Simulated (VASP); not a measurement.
# Li2GaC6 (F-43m) in VASP: a series of runs

Runs on Li2GaC6. Level: PBE. Tasks: single point.

Everything below comes from runs of VASP 6.6.1. Logs are shortened: lines on timing, memory, paths and dates and some standing lists are left out, and cuts for length are marked.

## 1. The cell of the first run

It takes space group F-43m (No. 216, cubic). Conventional cell: a = 7.556 Å, b = 7.556 Å, c = 7.556 Å, α = 90.00°, β = 90.00°, γ = 90.00°. Li (site symmetry -43m) has 12 C at 2.68 Å and 4 Li at 3.27 Å and 4 Ga at 3.27 Å within 3.5 Å. Within 2.3 Å of Li (site symmetry -43m) lie 6 C at 1.70 Å. Within 2.8 Å of Ga (site symmetry -43m) lie 6 C at 2.08 Å. C (site symmetry 2mm) has 1 Li at 1.70 Å and 1 Ga at 2.08 Å within 2.3 Å.

The cell was built from a structure type or drawn by symmetry, and may not be a known phase.

## 2. Single point, PBE

INCAR reads:

```
SYSTEM = Li2GaC6
ALGO     = Normal         ! electronic algorithm
EDIFF    = 1E-6           ! SCF threshold, eV
ENCUT    = 910            ! plane-wave cutoff, eV
GGA      = PE             ! functional
GGA_COMPAT= .False.      
ISIF     = 2              ! what is computed and relaxed
ISMEAR   = 0              ! smearing method
LASPH    = .True.         ! aspherical terms in the spheres
LCHARG   = .False.        ! write CHGCAR
LREAL    = .False.        ! projectors in reciprocal space
LWAVE    = .False.        ! write WAVECAR
NBANDS   = 32             ! bands
NELM     = 120            ! most SCF steps
PREC     = Accurate       ! precision mode
SIGMA    = 0.1            ! smearing width, eV
```

KPOINTS reads:

```
k-points
0
Gamma
  4 4 4
  0 0 0
```

POSCAR reads:

```
Li2GaC6
1.0
    0.0000000000      3.7781716402      3.7781716402
    3.7781716402      0.0000000000      3.7781716402
    3.7781716402      3.7781716402      0.0000000000
Li Ga C
2 1 6
Direct
    0.2500000000      0.2500000000      0.2500000000
    0.5000000000      0.5000000000      0.5000000000
    0.0000000000      0.0000000000      0.0000000000
    0.2753309717      0.7246690283      0.7246690283
    0.7246690283      0.2753309717      0.2753309717
    0.7246690283      0.2753309717      0.7246690283
    0.2753309717      0.7246690283      0.2753309717
    0.7246690283      0.7246690283      0.2753309717
    0.2753309717      0.2753309717      0.7246690283
```

Potentials or basis: VASP PAW PBE potentials, release 64 (Li_sv, Ga_d, C_h).

Command:

```console
$ cat potpaw_PBE.64/Li_sv/POTCAR potpaw_PBE.64/Ga_d/POTCAR potpaw_PBE.64/C_h/POTCAR > POTCAR
$ mpirun -np 1 vasp_std > vasp.out
```

OUTCAR:

```text
SYSTEM = Li2GaC6
   EDIFF = 1E-6
   ENCUT = 910
   GGA = PE
   ISIF = 2
   ISMEAR = 0
   LASPH = .True.
   LREAL = .False.
   NELM = 120
   PREC = Accurate

 ion  position               nearest neighbor table
   1  0.250  0.250  0.250-
   2  0.500  0.500  0.500-   4 1.70   5 1.70   6 1.70   7 1.70   8 1.70   9 1.70
   3  0.000  0.000  0.000-   4 2.08   5 2.08   6 2.08   7 2.08   8 2.08   9 2.08
   4  0.275  0.725  0.725-   2 1.70   3 2.08
   5  0.725  0.275  0.275-   2 1.70   3 2.08
   6  0.725  0.275  0.725-   2 1.70   3 2.08
   7  0.275  0.725  0.275-   2 1.70   3 2.08
   8  0.725  0.725  0.275-   2 1.70   3 2.08
   9  0.275  0.275  0.725-   2 1.70   3 2.08

  LATTYP: Found a face centered cubic cell.
 ALAT       =     7.5563432804

  Lattice vectors:

 A1 = (   0.0000000000,   3.7781716402,   3.7781716402)
 A2 = (   3.7781716402,   0.0000000000,   3.7781716402)
 A3 = (   3.7781716402,   3.7781716402,   0.0000000000)

Analysis of symmetry for initial positions (statically):
=====================================================================
 Subroutine PRICEL returns:
 Original cell was already a primitive cell.

 Routine SETGRP: Setting up the symmetry group for a
 face centered cubic supercell.

 Subroutine GETGRP returns: Found 24 space group operations
 (whereof 24 operations were pure point group operations)
 out of a pool of 48 trial point group operations.

The static configuration has the point symmetry T_d .

Analysis of symmetry for dynamics (positions and initial velocities):
=====================================================================
 Subroutine PRICEL returns:
 Original cell was already a primitive cell.

 Routine SETGRP: Setting up the symmetry group for a
 face centered cubic supercell.

 Subroutine GETGRP returns: Found 24 space group operations
 (whereof 24 operations were pure point group operations)
 out of a pool of 48 trial point group operations.

The dynamic configuration has the point symmetry T_d .

 Subroutine INISYM returns: Found 24 space group operations
 (whereof 24 operations are pure point group operations),
 and found     1 'primitive' translations

----------------------------------------------------------------------------------------

                                     Primitive cell

  volume of cell :     107.8636

  direct lattice vectors                    reciprocal lattice vectors
     0.000000000  3.778171640  3.778171640    -0.132339144  0.132339144  0.132339144
     3.778171640  0.000000000  3.778171640     0.132339144 -0.132339144  0.132339144
     3.778171640  3.778171640  0.000000000     0.132339144  0.132339144 -0.132339144

  length of vectors
     5.343141575  5.343141575  5.343141575     0.229218121  0.229218121  0.229218121

  position of ions in fractional coordinates (direct lattice)
     0.250000000  0.250000000  0.250000000
     0.500000000  0.500000000  0.500000000
     0.000000000  0.000000000  0.000000000
     0.275330972  0.724669028  0.724669028
     0.724669028  0.275330972  0.275330972
     0.724669028  0.275330972  0.724669028
     0.275330972  0.724669028  0.275330972
     0.724669028  0.724669028  0.275330972
     0.275330972  0.275330972  0.724669028

  ion indices of the primitive-cell ions
   primitive index   ion index
                 1           1
                 2           2
                 3           3
                 4           4
                 5           5
                 6           6
                 7           7
                 8           8
                 9           9

----------------------------------------------------------------------------------------

 KPOINTS: k-points

Automatic generation of k-mesh.
 Grid dimensions read from file:
 generate k-points for:    4    4    4

 Generating k-lattice:

  Cartesian coordinates                     Fractional coordinates (reciprocal lattice)
    -0.033084786  0.033084786  0.033084786     0.250000000  0.000000000  0.000000000
     0.033084786 -0.033084786  0.033084786     0.000000000  0.250000000  0.000000000
     0.033084786  0.033084786 -0.033084786     0.000000000  0.000000000  0.250000000

  Length of vectors
     0.057304530  0.057304530  0.057304530

  Shift w.r.t. Gamma in fractional coordinates (k-lattice)
     0.000000000  0.000000000  0.000000000

 Subroutine IBZKPT returns following result:
 ===========================================

 Found      8 irreducible k-points:

 Following reciprocal coordinates:
            Coordinates               Weight
  0.000000  0.000000  0.000000      1.000000
  0.250000  0.000000  0.000000      8.000000
  0.500000  0.000000  0.000000      4.000000
  0.250000  0.250000  0.000000      6.000000
  0.500000  0.250000  0.000000     24.000000
 -0.250000  0.250000  0.000000     12.000000
  0.500000  0.500000  0.000000      3.000000
 -0.250000  0.500000  0.250000      6.000000
[... 24 lines left out ...]
   ISIF   =      2    stress and relaxation
   ISYM   =      2    0-nonsym 1-usesym 2-fastsym
   POTIM  = 0.5000    time-step for ionic-motion
   TEBEG  =    0.0;   TEEND  =   0.0 temperature during run
   PSTRESS=    0.0 pullay stress
   NELECT =      43.0000    total number of electrons
   NUPDOWN=      -1.0000    fix difference up-down
   EMIN   =  10.00;   EMAX   =-10.00  energy-range for DOS
   EFERMI =   0.00;   METHOD = LEGACY
   ISMEAR =     0;   SIGMA  =   0.10  broadening in eV -4-tet -1-fermi 0-gaus
   EFERMI_NEDOS =   21; number of points for ismear=-14 and -15
   IALGO  =     38    algorithm
   IMIX   =      4    mixing-type and parameters
     AMIX     =   0.40;   BMIX     =  1.00
     AMIX_MAG =   1.60;   BMIX_MAG =  1.00
  volume/ion in A,a.u.               =      11.98        80.88
  Fermi-wavevector in a.u.,A,eV,Ry     =   1.204868  2.276869 19.751656  1.451706
  Thomas-Fermi vector in A             =   2.340580
   LORBIT       =      0    0 simple, 1 ext, 2 COOP (PROOUT), +10 PAW based schemes
   GGA     = PE    functional components
   LHFCALC =     F    Hartree Fock is set to
   AEXX    =    0.0000 exact exchange contribution
   IVDW    =     0    specifies the selected vdW correction
   LEPSILON=     F    determine dielectric tensor
   LRPA    =     F    only Hartree local field effects (RPA)
 non-spin polarized calculation
 Gauss-broadening in eV      SIGMA  =   0.10
  energy-cutoff  :      910.00
  volume of cell :      107.86
 maximum number of plane-waves:      6754
 NGX is ok and might be reduce to    54
   NGX = 27   NGY = 27   NGZ = 27

 number of electron      43.0000000 magnetization

 Free energy of the ion-electron system (eV)
  ---------------------------------------------------
  ext. energy  EPLUGINS =         0.00000000
  ---------------------------------------------------
  free energy    TOTEN  =       -34.85559315 eV

  energy without entropy =      -34.82328719  energy(sigma->0) =      -34.83944017

 E-fermi :   2.9826     XC(G=0):  -9.8262

 val. band max:        2.9408533898   @ k =  -0.2500   0.2500   0.0000
 cond. band min:       2.9836742339   @ k =   0.5000   0.2500   0.0000
 fundamental gap:      0.0428208440
 Fermi energy:         2.9826098400

 k-point     1 :       0.0000    0.0000    0.0000
  band No.  band energies     occupation
      1     -42.8415      2.00000
      2     -40.7001      2.00000
      3     -11.4593      2.00000
      4     -11.4593      2.00000
      5     -11.1520      2.00000
      6     -11.1520      2.00000
[... 24 lines left out ...]
     31       6.6486      0.00000
     32       8.1017      0.00000

 k-point     2 :       0.2500    0.0000    0.0000
  band No.  band energies     occupation
      1     -42.8415      2.00000
      2     -40.7001      2.00000
      3     -11.4651      2.00000
      4     -11.4651      2.00000
      5     -11.1516      2.00000
      6     -11.1506      2.00000
[... 24 lines left out ...]
     31       6.3156      0.00000
     32       8.6415      0.00000
[... 173 lines left out ...]
     31       6.6024      0.00000
     32      10.6417      0.00000

 k-point     8 :      -0.2500    0.5000    0.2500
  band No.  band energies     occupation
      1     -42.8415      2.00000
      2     -40.7001      2.00000
      3     -11.4892      2.00000
      4     -11.4653      2.00000
      5     -11.1502      2.00000
      6     -11.1496      2.00000
[... 24 lines left out ...]
     31       5.7028      0.00000
     32      10.9599      0.00000

------------------------ aborting loop because EDIFF is reached ----------------------------------------

  FORCE on cell =-STRESS in cart. coord.  units (eV):
  Direction    XX          YY          ZZ          XY          YZ          ZX
  --------------------------------------------------------------------------------------
  -------------------------------------------------------------------------------------
  Total       -0.1576019     -0.1576019     -0.1576019      0.0000000      0.0000000      0.0000000
  in kB       -2.3409764     -2.3409764     -2.3409764      0.0000000      0.0000000      0.0000000
  external PRESSURE =      -2.3409764 kB  Pullay stress =       0.0000000 kB

 VOLUME and BASIS-vectors are now :
 -----------------------------------------------------------------------------
  energy-cutoff  :      910.00
  volume of cell :      107.86
      direct lattice vectors                 reciprocal lattice vectors
     0.000000000  3.778171640  3.778171640    -0.132339144  0.132339144  0.132339144
     3.778171640  0.000000000  3.778171640     0.132339144 -0.132339144  0.132339144
     3.778171640  3.778171640  0.000000000     0.132339144  0.132339144 -0.132339144

 POSITION                                       TOTAL-FORCE (eV/Angst)
 -----------------------------------------------------------------------------------
      1.88909      1.88909      1.88909         0.000000     -0.000000     -0.000000
      3.77817      3.77817      3.77817         0.000000     -0.000000     -0.000000
      0.00000      0.00000      0.00000         0.000000     -0.000000     -0.000000
      5.47585      3.77817      3.77817         0.038168     -0.000000     -0.000000
      2.08050      3.77817      3.77817        -0.038168     -0.000000     -0.000000
      3.77817      5.47585      3.77817        -0.000000      0.038168     -0.000000
      3.77817      2.08050      3.77817        -0.000000     -0.038168     -0.000000
      3.77817      3.77817      5.47585        -0.000000     -0.000000      0.038168
      3.77817      3.77817      2.08050        -0.000000     -0.000000     -0.038168
 -----------------------------------------------------------------------------------
    total drift:                               -0.000000     -0.000000     -0.000000

  FREE ENERGIE OF THE ION-ELECTRON SYSTEM (eV)
  ---------------------------------------------------
  free  energy   TOTEN  =       -34.8555931542 eV

  energy  without entropy=      -34.8232871852  energy(sigma->0) =      -34.83944017
```

Run time: 3.2 min. Hardware: 1 thread of AMD EPYC 7R43 (Zen 3), shared host; peak memory 0.36 GiB.

What came out:

| Property | Result |
| --- | --- |
| Free energy | -34.8556 eV |
| Pressure | -0.2 GPa |
| Largest force | 0.038 eV/Å |
| Band gap on the k mesh | zero (an odd number of electrons rules out a gap without spin polarisation) |

Forces on the atoms (eV/Å):
```
Li   0.000  0.000  0.000
Li   0.000  0.000  0.000
Ga   0.000  0.000  0.000
C    0.038  0.000  0.000
C   -0.038  0.000  0.000
C    0.000  0.038  0.000
C    0.000 -0.038  0.000
C    0.000  0.000  0.038
C    0.000  0.000 -0.038
```

Caveat: the k points lie up to 0.36 Å⁻¹ apart, too coarse for converged energies and pressures of a metal; the cutoff is under 1.25 times the usual one of these potentials, so pressure, stress and relaxed cells hold a basis-set (Pulay) error.

## 3. Single point, PBE

This run uses another cell than the first one, of 20.55 Å³/atom.

INCAR reads:

```
PREC = Accurate
ENCUT = 910
EDIFF = 1E-6
ISMEAR = 0
SIGMA = 0.1
LREAL = False
LASPH = True
NELM = 120
ALGO = Normal
ISIF = 2
LWAVE = False
LCHARG = True
GGA = PE
LELF = True
LVHAR = True
NBANDS = 32
GGA_COMPAT = False
```

KPOINTS reads:

```
regular mesh
0
Gamma
  4 4 4
```

POSCAR reads:

```
Li2GaC6
1.0
    0.0000000000      4.5223572600      4.5223572600
    4.5223572600      0.0000000000      4.5223572600
    4.5223572600      4.5223572600      0.0000000000
Li Ga C
2 1 6
Direct
    0.2500000000      0.2500000000      0.2500000000
    0.5000000000      0.5000000000      0.5000000000
    0.0000000000      0.0000000000      0.0000000000
    0.1284943900      0.8715056100      0.8715056100
    0.8715056100      0.1284943900      0.1284943900
    0.8715056100      0.1284943900      0.8715056100
    0.1284943900      0.8715056100      0.1284943900
    0.8715056100      0.8715056100      0.1284943900
    0.1284943900      0.1284943900      0.8715056100
```

Potentials or basis: VASP PAW PBE potentials, release 64 (Li_sv, Ga_d, C_h).

Command:

```console
$ cat potpaw_PBE.64/Li_sv/POTCAR potpaw_PBE.64/Ga_d/POTCAR potpaw_PBE.64/C_h/POTCAR > POTCAR
$ mpirun -np 1 vasp_std > vasp.out
```

Run time: 3.5 min. Hardware: 1 thread of Intel Xeon Platinum 8488C (Sapphire Rapids), shared host; peak memory 0.62 GiB.

It converged, with:

```
Free energy            : 87.7291 eV
Pressure               : 191.7 GPa
Largest force          : 97.626 eV/Å
Band gap on the k mesh : zero (an odd number of electrons rules out a gap without spin polarisation)
```

Forces in eV/Å, atoms in the order of the input:
```
Li    0.000   0.000   0.000
Li    0.000   0.000   0.000
Ga    0.000   0.000   0.000
C   -97.626   0.000   0.000
C    97.626   0.000   0.000
C     0.000 -97.626   0.000
C     0.000  97.626   0.000
C     0.000   0.000 -97.626
C     0.000   0.000  97.626
```

Levels at points of the mesh, in eV from the Fermi level:
```csv
k point,band 18,band 19,band 20,band 21,band 22,band 23,band 24,band 25,band 26,band 27
"(0.00, 0.00, 0.00)",-1.11,-1.11,-1.11,0.06,0.06,0.06,3.15,3.87,3.87,3.87
"(0.50, 0.00, 0.00)",-1.67,-1.02,-1.02,-0.03,-0.03,0.06,2.92,3.93,3.93,4.25
"(0.50, 0.50, 0.00)",-1.39,-1.25,-1.25,-0.03,0.00,0.00,2.79,3.77,3.91,3.91
```

Caveat: the cutoff is under 1.25 times the usual one of these potentials, so pressure, stress and relaxed cells hold a basis-set (Pulay) error; atoms lie so close that the PAW spheres overlap strongly, which falsifies energies and pressures; the cell stands under pressure; forces of over 1 eV/Å act on the atoms, so gaps and moduli don't describe the material at rest.

## 4. Single point, PBE, collinear spin

INCAR reads:

```
SYSTEM = Li2GaC6
PREC = Accurate
ENCUT = 910
EDIFF = 1E-6
ISMEAR = 0
SIGMA = 0.1
LREAL = .False.
LASPH = .True.
NELM = 200
ALGO = Normal
ISIF = 2
LWAVE = .False.
LCHARG = .False.
ISPIN = 2
MAGMOM = 0 0 0 1 1 1 1 1 1
LORBIT = 11
GGA = PE
NBANDS = 36
GGA_COMPAT = .False.
```

KPOINTS reads:

```
regular mesh
0
Gamma
  4 4 4
  0 0 0
```

POSCAR reads:

```
Li2GaC6
1.0
    0.0000000000      3.7781716402      3.7781716402
    3.7781716402      0.0000000000      3.7781716402
    3.7781716402      3.7781716402      0.0000000000
Li Ga C
2 1 6
Direct
    0.7500000000      0.7500000000      0.7500000000
    0.5000000000      0.5000000000      0.5000000000
    0.0000000000      0.0000000000      0.0000000000
    0.2753309717      0.7246690283      0.7246690283
    0.7246690283      0.2753309717      0.2753309717
    0.7246690283      0.7246690283      0.2753309717
    0.2753309717      0.2753309717      0.7246690283
    0.2753309717      0.7246690283      0.2753309717
    0.7246690283      0.2753309717      0.7246690283
```

Command:

```console
$ cat potpaw_PBE.64/Li_sv/POTCAR potpaw_PBE.64/Ga_d/POTCAR potpaw_PBE.64/C_h/POTCAR > POTCAR
$ mpirun -np 1 vasp_std > vasp.out
```

It took 4.4 min on 1 thread of AMD EPYC 7R13 (Zen 3), shared host; peak memory 0.55 GiB.

It converged, with:

- Free energy: -34.8556 eV
- Pressure: -0.2 GPa
- Largest force: 0.038 eV/Å
- Net moment: 0.00 μB per cell
- Valence electrons inside the program's atomic spheres: Li 2.04, 2.55; Ga 11.90; C 1.25

Forces in eV/Å, atoms in the order of the input:
```
Li   0.000  0.000  0.000
Li   0.000  0.000  0.000
Ga   0.000  0.000  0.000
C    0.038  0.000  0.000
C   -0.038  0.000  0.000
C    0.000  0.000  0.038
C    0.000  0.000 -0.038
C    0.000 -0.038  0.000
C    0.000  0.038  0.000
```

Levels at points of the mesh, in eV from the Fermi level:
Spin up:
| k point | band 16 | band 17 | band 18 | band 19 | band 20 | band 21 | band 22 | band 23 | band 24 | band 25 |
| --- | --- | --- | --- | --- | --- | --- | --- | --- | --- | --- |
| (0.00, 0.00, 0.00) | -4.36 | -4.36 | -3.28 | -3.28 | -3.28 | 1.41 | 1.41 | 1.41 | 2.40 | 2.40 |
| (0.50, 0.00, 0.00) | -2.20 | -2.20 | -1.55 | -1.39 | -1.39 | -0.31 | -0.31 | -0.17 | 0.20 | 0.20 |
| (0.50, 0.50, 0.00) | -3.53 | -2.65 | -2.52 | -1.12 | -1.12 | -0.21 | 0.08 | 0.24 | 0.24 | 0.45 |
Spin down:
| k point | band 17 | band 18 | band 19 | band 20 | band 21 | band 22 | band 23 | band 24 |
| --- | --- | --- | --- | --- | --- | --- | --- | --- |
| (0.00, 0.00, 0.00) | -4.36 | -3.28 | -3.28 | -3.28 | 1.41 | 1.41 | 1.41 | 2.40 |
| (0.50, 0.00, 0.00) | -2.20 | -1.55 | -1.39 | -1.39 | -0.31 | -0.31 | -0.17 | 0.20 |
| (0.50, 0.50, 0.00) | -2.65 | -2.52 | -1.12 | -1.12 | -0.21 | 0.08 | 0.24 | 0.24 |

Caveat: the k points lie up to 0.36 Å⁻¹ apart; the cutoff is under 1.25 times the usual one of these potentials, so pressure, stress and relaxed cells hold a basis-set (Pulay) error.

## 5. The runs side by side

```csv
spin,cell,gap on the mesh (eV),pressure (GPa),largest force (eV/Å)
off,"a = 5.343 Å, angles 60.0°, 9 atoms, atomic positions A",none,-0.2,0.04
off,"a = 6.396 Å, angles 60.0°, 9 atoms, atomic positions B",none,191.7,97.63
collinear,"a = 5.343 Å, angles 60.0°, 9 atoms, atomic positions A",none,-0.2,0.04
```

Alike in all rows: task single point; level PBE; potentials or basis VASP PAW PBE potentials, release 64 (Li_sv, Ga_d, C_h); k mesh 4 × 4 × 4; cutoff (eV) 910; smearing gaussian 0.1 eV.

Caveats: some runs use coarse meshes; the cutoff is under 1.25 times the usual one of these potentials, so pressure, stress and relaxed cells hold a basis-set (Pulay) error; atoms lie so close that the PAW spheres overlap strongly, which falsifies energies and pressures (at least some runs); the cell stands under pressure (at least some runs); forces of over 1 eV/Å act on the atoms, so gaps and moduli don't describe the material at rest (at least some runs).

Absolute energies hang on the potentials; compare differences alone.
